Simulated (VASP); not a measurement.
A run of VASP 6.6.1 is set up as follows.

POSCAR

```
GaN
1.0
    0.0000000000      2.0654723626      2.0654723626
    2.0654723626      0.0000000000      2.0654723626
    2.0654723626      2.0654723626      0.0000000000
Ga N
1 1
Direct
    0.5000000000      0.5000000000      0.5000000000
    0.0000000000      0.0000000000      0.0000000000
```

INCAR.step1

```
PREC     = Accurate       # precision mode
ENCUT    = 520            # plane-wave cutoff, eV
ISMEAR   = 0              # smearing method
SIGMA    = 0.01           # smearing width, eV
LREAL    = False          # projectors in reciprocal space
LASPH    = True           # aspherical terms in the spheres
NELM     = 80             # most SCF steps
NBANDS   = 16             # bands
GGA      = PE             # functional
ALGO     = Normal         # electronic algorithm
EDIFF    = 1E-4           # SCF threshold, eV
LWAVE    = True           # write WAVECAR
LCHARG   = False          # write CHGCAR
```

File INCAR.step2:

```
PREC     = Accurate       # precision mode
ENCUT    = 520            # plane-wave cutoff, eV
EDIFF    = 1E-7           # SCF threshold, eV
ISMEAR   = 0              # smearing method
SIGMA    = 0.01           # smearing width, eV
LREAL    = False          # projectors in reciprocal space
LASPH    = True           # aspherical terms in the spheres
NELM     = 80             # most SCF steps
ALGO     = Normal         # electronic algorithm
ISIF     = 2              # what is computed and relaxed
LWAVE    = False          # write WAVECAR
LCHARG   = False          # write CHGCAR
METAGGA  = R2SCAN         # meta-GGA
LMIXTAU  = True         
NBANDS   = 16             # bands
ISTART   = 1
```

Contents of KPOINTS:

```
regular mesh
0
Gamma
  8 8 8
```

Potentials or basis: VASP PAW PBE potentials, release 64 (Ga_d, N).

Run with:

```bash
$ cat potpaw_PBE.64/Ga_d/POTCAR potpaw_PBE.64/N/POTCAR > POTCAR
$ cp INCAR.step1 INCAR
$ mpirun -np 1 vasp_std > vasp.out
$ cp INCAR.step2 INCAR
$ mpirun -np 1 vasp_std > vasp.out
```

Problem. Predict the band gap on the k mesh.

Solution. 1.60 eV, indirect (least direct gap 4.26 eV).

Problem. Estimate the pressure.

Solution. 18.9 GPa.

Caveat: the PAW data sets were made with another functional, which shifts forces and pressure a little. A k mesh can miss the band edges.
